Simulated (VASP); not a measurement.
Input of a VASP 6.6.1 run:

Contents of INCAR:

```
SYSTEM = TlBr
ALGO     = Normal         ! electronic algorithm
EDIFF    = 1E-7           ! SCF threshold, eV
EDIFFG   = -0.005         ! ionic threshold
ENCUT    = 500            ! plane-wave cutoff, eV
GGA      = PE             ! functional
GGA_COMPAT= .FALSE.      
IBRION   = 2              ! ionic algorithm
ISIF     = 3              ! what is computed and relaxed
ISMEAR   = -1             ! smearing method
LASPH    = .TRUE.         ! aspherical terms in the spheres
LCHARG   = .FALSE.        ! write CHGCAR
LORBIT   = 11             ! projections on sites
LORBMOM  = .TRUE.       
LREAL    = .FALSE.        ! projectors in reciprocal space
LSORBIT  = .TRUE.         ! spin-orbit coupling
LWAVE    = .FALSE.        ! write WAVECAR
MAGMOM   = 0 0 0 0 0 0    ! initial moments
NELM     = 200            ! most SCF steps
NELMIN   = 4            
NSW      = 30             ! ionic steps
PREC     = Accurate       ! precision mode
SIGMA    = 0.02           ! smearing width, eV
```

Contents of KPOINTS:

```
k-points
0
G
  7 7 7
  0 0 0
```

File POSCAR:

```
TlBr
1.0
    4.0527484318      0.0000000000      0.0000000000
    0.0000000000      4.0527484318      0.0000000000
    0.0000000000      0.0000000000      4.0527484318
Tl Br
1 1
Direct
    0.0000000000      0.0000000000      0.0000000000
    0.5000000000      0.5000000000      0.5000000000
```

Potentials or basis: VASP PAW PBE potentials, release 64 (Tl_d, Br).

Run with:

```bash
$ cat potpaw_PBE.64/Tl_d/POTCAR potpaw_PBE.64/Br/POTCAR > POTCAR
$ mpirun -np 1 vasp_ncl > vasp.out
```

Question: Estimate the space group after relaxing (to 0.1 Å).

Answer: Pm-3m (No. 221).

Question: Predict the net moment.

Answer: 0.00 μB per cell.

Question: What does it give for the relaxed cell?

Answer: a = 4.043 Å, b = 4.043 Å, c = 4.043 Å, α = 90.00°, β = 90.00°, γ = 90.00°.

Question: Estimate the relaxed volume.

Answer: 33.05 Å³/atom.

Final structure:
```yaml
crystal:
  lattice:
    - [4.04333, 0.00000, 0.00000]
    - [0.00000, 4.04333, 0.00000]
    - [0.00000, 0.00000, 4.04333]
  atoms:
    - { symbol: Tl, position: [0.00000, 0.00000, 0.00000] }
    - { symbol: Br, position: [0.50000, 0.50000, 0.50000] }
```
